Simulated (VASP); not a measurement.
# Ag (Fd-3m) in VASP: further runs

Ag is run at these levels: PBE; tasks: single point, relaxation of cell and atoms.

Program: VASP 6.6.1. These are calculated values, not measurements. Logs are shortened: lines on timing, memory, paths and dates and some standing lists are left out, and cuts for length are marked.

**1. The cell of the first run**

It takes space group Fd-3m (No. 227, cubic). The conventional cell has a = 4.520 Å, b = 4.520 Å, c = 4.520 Å, α = 90.00°, β = 90.00°, γ = 90.00°. Ag (site symmetry -43m) has 4 Ag at 1.96 Å within 2.6 Å.

**2. Single point, PBE**

INCAR

```
ALGO = Normal
EDIFF = 1E-6
ENCUT = 520
GGA = PE
ISIF = 2
ISMEAR = -1
LASPH = True
LCHARG = True
LELF = True
LREAL = False
LVHAR = True
LWAVE = False
NBANDS = 18
NELM = 80
PREC = Accurate
SIGMA = 0.05
```

KPOINTS

```
k-points
0
Gamma
  15 15 15
```

POSCAR

```
Ag
1.0
    0.0000000000      2.2599059604      2.2599059604
    2.2599059604      0.0000000000      2.2599059604
    2.2599059604      2.2599059604      0.0000000000
Ag
2
Direct
   -0.1250000000     -0.1250000000     -0.1250000000
    0.1250000000      0.1250000000      0.1250000000
```

Potentials or basis: VASP PAW PBE potentials, release 64 (Ag).

The run is started by

```
$ cat potpaw_PBE.64/Ag/POTCAR > POTCAR
$ mpirun -np 1 vasp_std > vasp.out
```

OUTCAR:

```text
EDIFF = 1E-6
   ENCUT = 520
   GGA = PE
   ISIF = 2
   ISMEAR = -1
   LASPH = True
   LREAL = False
   NELM = 80
   PREC = Accurate

 ion  position               nearest neighbor table
   1  0.875  0.875  0.875-   2 1.96   2 1.96   2 1.96   2 1.96
   2  0.125  0.125  0.125-   1 1.96   1 1.96   1 1.96   1 1.96

  LATTYP: Found a face centered cubic cell.
 ALAT       =     4.5198119208

  Lattice vectors:

 A1 = (   0.0000000000,   2.2599059604,   2.2599059604)
 A2 = (   2.2599059604,   0.0000000000,   2.2599059604)
 A3 = (   2.2599059604,   2.2599059604,   0.0000000000)

Analysis of symmetry for initial positions (statically):
=====================================================================
 Subroutine PRICEL returns:
 Original cell was already a primitive cell.

 Routine SETGRP: Setting up the symmetry group for a
 face centered cubic supercell.

 Subroutine GETGRP returns: Found 48 space group operations
 (whereof 12 operations were pure point group operations)
 out of a pool of 48 trial point group operations.

The static configuration has the point symmetry D_3d.
 The point group associated with its full space group is O_h .

Analysis of symmetry for dynamics (positions and initial velocities):
=====================================================================
 Subroutine PRICEL returns:
 Original cell was already a primitive cell.

 Routine SETGRP: Setting up the symmetry group for a
 face centered cubic supercell.

 Subroutine GETGRP returns: Found 48 space group operations
 (whereof 12 operations were pure point group operations)
 out of a pool of 48 trial point group operations.

The dynamic configuration has the point symmetry D_3d.
 The point group associated with its full space group is O_h .

 Subroutine INISYM returns: Found 48 space group operations
 (whereof 12 operations are pure point group operations),
 and found     1 'primitive' translations

----------------------------------------------------------------------------------------

                                     Primitive cell

  volume of cell :      23.0835

  direct lattice vectors                    reciprocal lattice vectors
     0.000000000  2.259905960  2.259905960    -0.221248144  0.221248144  0.221248144
     2.259905960  0.000000000  2.259905960     0.221248144 -0.221248144  0.221248144
     2.259905960  2.259905960  0.000000000     0.221248144  0.221248144 -0.221248144

  length of vectors
     3.195989659  3.195989659  3.195989659     0.383213027  0.383213027  0.383213027

  position of ions in fractional coordinates (direct lattice)
     0.875000000  0.875000000  0.875000000
     0.125000000  0.125000000  0.125000000

  ion indices of the primitive-cell ions
   primitive index   ion index
                 1           1
                 2           2

----------------------------------------------------------------------------------------

 KPOINTS: k-points

Automatic generation of k-mesh.
 Grid dimensions read from file:
 generate k-points for:   15   15   15

 Generating k-lattice:

  Cartesian coordinates                     Fractional coordinates (reciprocal lattice)
    -0.014749876  0.014749876  0.014749876     0.066666667  0.000000000  0.000000000
     0.014749876 -0.014749876  0.014749876     0.000000000  0.066666667  0.000000000
     0.014749876  0.014749876 -0.014749876     0.000000000  0.000000000  0.066666667

  Length of vectors
     0.025547535  0.025547535  0.025547535

  Shift w.r.t. Gamma in fractional coordinates (k-lattice)
     0.000000000  0.000000000  0.000000000

 Subroutine IBZKPT returns following result:
 ===========================================

 Found    120 irreducible k-points:

 Following reciprocal coordinates:
            Coordinates               Weight
  0.000000  0.000000  0.000000      1.000000
  0.066667  0.000000  0.000000      8.000000
  0.133333  0.000000  0.000000      8.000000
  0.200000  0.000000  0.000000      8.000000
  0.266667  0.000000  0.000000      8.000000
  0.333333  0.000000  0.000000      8.000000
[... 16 lines left out ...]
  0.133333  0.133333  0.000000      6.000000
  0.200000  0.133333  0.000000     24.000000
 [... further k-points ...]
   k-points           NKPTS =    120   k-points in BZ     NKDIM =    120   number of bands    NBANDS=     18
   number of dos      NEDOS =    301   number of ions     NIONS =      2
   total plane-waves  NPLWV =  13824
   dimension x,y,z NGX =    24 NGY =   24 NGZ =   24
   dimension x,y,z NGXF=    48 NGYF=   48 NGZF=   48
   ions per type =               2
   NGX,Y,Z   is equivalent  to a cutoff of  12.48, 12.48, 12.48 a.u.
   NGXF,Y,Z  is equivalent  to a cutoff of  24.97, 24.97, 24.97 a.u.
 SYSTEM =  unknown system
   PREC   = accura    normal or accurate (medium, high low for compatibility)
   ISTART =      0    job   : 0-new  1-cont  2-samecut
   ICHARG =      2    charge: 1-file 2-atom 10-const
   ISPIN  =      1    spin polarized calculation?
   LNONCOLLINEAR =      F non collinear calculations
   LSORBIT =      F    spin-orbit coupling
   LASPH  =      T    aspherical Exc in radial PAW
   ENCUT  =  520.0 eV  38.22 Ry    6.18 a.u.   5.94  5.94  5.94*2*pi/ulx,y,z
   NELM   =     80;   NELMIN=  2; NELMDL= -5     # of ELM steps
   EDIFF  = 0.1E-05   stopping-criterion for ELM
   LREAL  =      F    real-space projection
   EDIFFG = 0.1E-04   stopping-criterion for IOM
   NSW    =      0    number of steps for IOM
   IBRION =     -1    ionic relax: 0-MD 1-quasi-New 2-CG
   NFREE  =      0    steps in history (QN), initial steepest desc. (CG)
   ISIF   =      2    stress and relaxation
   ISYM   =      2    0-nonsym 1-usesym 2-fastsym
   POTIM  = 0.5000    time-step for ionic-motion
   TEBEG  =    0.0;   TEEND  =   0.0 temperature during run
   PSTRESS=    0.0 pullay stress
   NELECT =      22.0000    total number of electrons
   NUPDOWN=      -1.0000    fix difference up-down
   EMIN   =  10.00;   EMAX   =-10.00  energy-range for DOS
   EFERMI =   0.00;   METHOD = LEGACY
   ISMEAR =    -1;   SIGMA  =   0.05  broadening in eV -4-tet -1-fermi 0-gaus
   EFERMI_NEDOS =   21; number of points for ismear=-14 and -15
   IALGO  =     38    algorithm
   IMIX   =      4    mixing-type and parameters
     AMIX     =   0.40;   BMIX     =  1.00
     AMIX_MAG =   1.60;   BMIX_MAG =  1.00
  volume/ion in A,a.u.               =      11.54        77.89
  Fermi-wavevector in a.u.,A,eV,Ry     =   1.611074  3.044487 35.314709  2.595558
  Thomas-Fermi vector in A             =   2.706522
   LORBIT       =      0    0 simple, 1 ext, 2 COOP (PROOUT), +10 PAW based schemes
   GGA     = PE    functional components
   LHFCALC =     F    Hartree Fock is set to
   AEXX    =    0.0000 exact exchange contribution
   IVDW    =     0    specifies the selected vdW correction
   LEPSILON=     F    determine dielectric tensor
   LRPA    =     F    only Hartree local field effects (RPA)
 non-spin polarized calculation
  energy-cutoff  :      520.00
  volume of cell :       23.08
 maximum number of plane-waves:       635
   NGX = 11   NGY = 11   NGZ = 11

 number of electron      21.9999989 magnetization

 Free energy of the ion-electron system (eV)
  ---------------------------------------------------
  ext. energy  EPLUGINS =         0.00000000
  ---------------------------------------------------
  free energy    TOTEN  =        12.50586145 eV

  energy without entropy =       12.50960446  energy(sigma->0) =       12.50773296

 E-fermi :  16.5362     XC(G=0): -14.3534

 val. band max:       16.5317471651   @ k =  -0.4667   0.0667   0.0000
 cond. band min:      16.6762803718   @ k =  -0.4667   0.2000   0.0000
 fundamental gap:      0.1445332067
 Fermi energy:        16.5362436916

 k-point     1 :       0.0000    0.0000    0.0000
  band No.  band energies     occupation
      1       4.8513      2.00000
      2       4.8513      2.00000
      3       4.9194      2.00000
      4       6.0020      2.00000
      5       6.0020      2.00000
      6       6.0020      2.00000
[... 10 lines left out ...]
     17      33.6547      0.00000
     18      33.6547      0.00000

 k-point     2 :       0.0667    0.0000    0.0000
  band No.  band energies     occupation
      1       4.7889      2.00000
      2       4.7889      2.00000
      3       5.0405      2.00000
      4       5.9970      2.00000
      5       6.1049      2.00000
      6       6.1049      2.00000
[... 10 lines left out ...]
     17      33.4512      0.00000
     18      33.4549      0.00000

 k-point     3 :       0.1333    0.0000    0.0000
  band No.  band energies     occupation
      1       4.6753      2.00000
      2       4.6753      2.00000
      3       5.3294      2.00000
      4       6.0539      2.00000
      5       6.3171      2.00000
      6       6.3171      2.00000
[... 10 lines left out ...]
     17      32.9627      0.00000
     18      32.9627      0.00000

 k-point     4 :       0.2000    0.0000    0.0000
  band No.  band energies     occupation
      1       4.6047      2.00000
      2       4.6047      2.00000
      3       5.4790      2.00000
      4       6.4580      2.00000
      5       6.4804      2.00000
      6       6.4804      2.00000
[... 375 lines left out ...]
      4       5.9852      2.00000
      5       6.1217      2.00000
      6       6.3660      2.00000
[... 10 lines left out ...]
     17      33.0829      0.00000
     18      33.9140      0.00000

 k-point    23 :       0.1333    0.1333    0.0000
  band No.  band energies     occupation
      1       4.2620      2.00000
      2       5.1529      2.00000
      3       5.5698      2.00000
      4       5.9311      2.00000
      5       5.9311      2.00000
      6       6.8276      2.00000
[... 10 lines left out ...]
     17      32.6421      0.00000
     18      33.1965      0.00000

 k-point    24 :       0.2000    0.1333    0.0000
  band No.  band energies     occupation
      1       4.1089      2.00000
      2       5.2419      2.00000
      3       5.6835      2.00000
      4       5.9593      2.00000
      5       6.1921      2.00000
      6       7.1289      2.00000
[... 10 lines left out ...]
     17      32.8901      0.00000
     18      32.9917      0.00000

 [... further k-points ...]

------------------------ aborting loop because EDIFF is reached ----------------------------------------

  FORCE on cell =-STRESS in cart. coord.  units (eV):
  Direction    XX          YY          ZZ          XY          YZ          ZX
  --------------------------------------------------------------------------------------
  -------------------------------------------------------------------------------------
  Total       51.7016764     51.7016764     51.7016764     -0.0000000     -0.0000000      0.0000000
  in kB     3588.5095754   3588.5095754   3588.5095754     -0.0000000     -0.0000000      0.0000000
  external PRESSURE =    3588.5095754 kB  Pullay stress =       0.0000000 kB

 VOLUME and BASIS-vectors are now :
 -----------------------------------------------------------------------------
  energy-cutoff  :      520.00
  volume of cell :       23.08
      direct lattice vectors                 reciprocal lattice vectors
     0.000000000  2.259905960  2.259905960    -0.221248144  0.221248144  0.221248144
     2.259905960  0.000000000  2.259905960     0.221248144 -0.221248144  0.221248144
     2.259905960  2.259905960  0.000000000     0.221248144  0.221248144 -0.221248144

 POSITION                                       TOTAL-FORCE (eV/Angst)
 -----------------------------------------------------------------------------------
      3.95484      3.95484      3.95484        -0.000000     -0.000000     -0.000000
      0.56498      0.56498      0.56498         0.000000      0.000000      0.000000
 -----------------------------------------------------------------------------------
    total drift:                                0.000000      0.000000      0.000000

  FREE ENERGIE OF THE ION-ELECTRON SYSTEM (eV)
  ---------------------------------------------------
  free  energy   TOTEN  =        12.5058614497 eV

  energy  without entropy=       12.5096044604  energy(sigma->0) =       12.50773296
```

Run time: 16 s. Hardware: 1 thread of Intel Xeon Platinum 8488C (Sapphire Rapids), shared host; peak memory 0.16 GiB.

What came out:

| Property | Result |
| --- | --- |
| Free energy | 12.5059 eV |
| Pressure | 358.9 GPa |
| Band gap on the k mesh | zero (band 11 reaches 17.27 eV, above the bottom of band 12 at 16.47 eV) |

Levels at points of the mesh, in eV from the Fermi level:
| k point | band 9 | band 10 | band 11 | band 12 | band 13 | band 14 |
| --- | --- | --- | --- | --- | --- | --- |
| (0.00, 0.00, 0.00) | -6.29 | -2.99 | -2.99 | 12.95 | 13.24 | 13.24 |

(Continued in part 2 of 2.)
